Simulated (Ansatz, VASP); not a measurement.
## Al2O3 in VASP and in Ansatz

```
Al O
1.0
     4.61378    0.00000    0.00000
     0.00000    9.56328    0.00000
     0.00000    0.00000    3.11986
Al O
4 6
Direct
  0.98298 0.82457 0.00000
  0.01702 0.17543 0.00000
  0.48297 0.67543 0.50000
  0.51702 0.32457 0.50000
  0.50000 0.50000 0.50000
  0.12363 0.75305 0.50000
  0.37637 0.25305 0.00000
  0.62364 0.74695 0.00000
  0.00000 0.00000 0.00000
  0.87636 0.24695 0.50000
```

Alike in both runs: task single point; functional PBE; k mesh 4 × 2 × 6; occupations fermi-dirac, width 0.05 eV; no spin polarisation.

|  | VASP | Ansatz |
| --- | --- | --- |
| version | VASP 6.6.1 | Ansatz 0.2.0 |
| potentials or method | VASP PAW PBE potentials, release 64 (Al, O) | Ansatz PAW |
| plane-wave cutoff (eV) | 600 | 420 |
| valence electrons in the cell | 48 | 48 |

VASP gave:

* gap on the k mesh at the Fermi level (eV): 3.51
* least direct gap on the mesh (eV): 3.51
* pressure (GPa): -0.3
* traceless stress, the component that is largest in VASP (GPa): -3.08
* rms of the force components (eV/Å): 0.075

Problem. Which values does Ansatz return?

Solution. gap on the k mesh at the Fermi level (eV): 3.52; least direct gap on the mesh (eV): 3.52; pressure (GPa): 0.0; traceless stress, the component that is largest in VASP (GPa): -2.94; rms of the force components (eV/Å): 0.072.

Atom by atom the forces differ by 0.010 eV/Å (rms over components). The functional is the same, so the differences come from potentials, cutoffs and numerics.
